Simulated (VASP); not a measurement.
# KF: single point with PBE

KF:

```xyz
2
Lattice="0.0000 2.6988 2.6988 2.6988 0.0000 2.6988 2.6988 2.6988 0.0000" Properties=species:S:1:pos:R:3 pbc="T T T"
K     0.0000    0.0000    0.0000
F     2.6988    2.6988    2.6988
```

This cell differs from its parent crystal: strain +1.5%.

```yaml
Program: VASP 6.6.1
Task: single point
Functional: PBE
Potentials_or_basis: VASP PAW PBE potentials, release 64 (K_sv, F)
Cutoff: 520 eV
k_mesh: 8 × 8 × 8
Occupations: fermi-dirac, width 0.02 eV
Spin: no spin polarisation
Dipole_correction: no
Further_INCAR_settings: ALGO = Normal; EDIFF = 1e-06; NBANDS = 15
```

```json
{
  "Pressure": "0.4 GPa",
  "Band gap on the k mesh": "6.01 eV"
}
```

Levels at points of the mesh, in eV from the valence-band top:
```
           k point  band 4  band 5  band 6  band 7  band 8  band 9  band 10  band 11  band 12  band 13
(0.00, 0.00, 0.00)   -9.49   -9.49    0.00    0.00    0.00    6.01    10.59    10.59    10.59    12.23
(0.50, 0.00, 0.00)   -9.53   -9.53   -0.76   -0.32   -0.32    8.94    10.38    11.93    11.93    14.10
(0.50, 0.50, 0.00)   -9.69   -9.69   -0.23   -0.06   -0.06    8.17    10.14    11.57    13.45    14.04
```

Run time: 12 s on 1 thread of AMD EPYC 7R13 Processor (Zen 3), on a shared host, peak memory 0.13 GiB.

Caveat: the cell differs from its parent crystal (strain +1.5%). A k mesh can miss the band edges.
